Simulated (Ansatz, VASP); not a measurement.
**One calculation of NbRu3C, two programs**

```
Nb Ru C
1.0
     5.39392    0.00000    0.00000
    -2.69696    4.67127    0.00000
     0.00000    0.00000    2.77453
Nb Ru C
1 3 1
Direct
  0.66667 0.33333 0.50000
  0.16522 0.83478 0.50000
  0.16522 0.33043 0.50000
  0.66957 0.83478 0.50000
  0.33333 0.66667 0.00000
```

Alike in both runs: task relaxation of cell and atoms; functional PBE; k mesh 6 × 6 × 6; occupations gaussian, width 0.1 eV; no spin polarisation.

|  | VASP | Ansatz |
| --- | --- | --- |
| version | VASP 6.6.1 | Ansatz 0.2.0 |
| potentials or method | VASP PAW PBE potentials, release 64 (Nb_sv, Ru_pv, C), cutoff 600 eV | scalar-relativistic, plane waves, PAW |
| valence electrons in the cell | 59 | 65 |

|  | VASP | Ansatz | Ansatz less VASP |
| --- | --- | --- | --- |
| gap on the k mesh at the Fermi level, each at its own relaxed structure (eV) | none | none | - |
| relaxed volume (Å³/atom) | 14.01 | 14.02 | +0.015 |
| relaxed cell length with the largest relative difference (Å) | 5.388 | 5.390 | +0.0022 |

A gap of «none» marks a metal or a gap that the smearing closes. VASP's potentials hold 59 valence electrons a cell and Ansatz's 65, so a difference there can come from the potentials and not from the codes.

The k mesh is coarse, so the values compare programs but aren't converged.
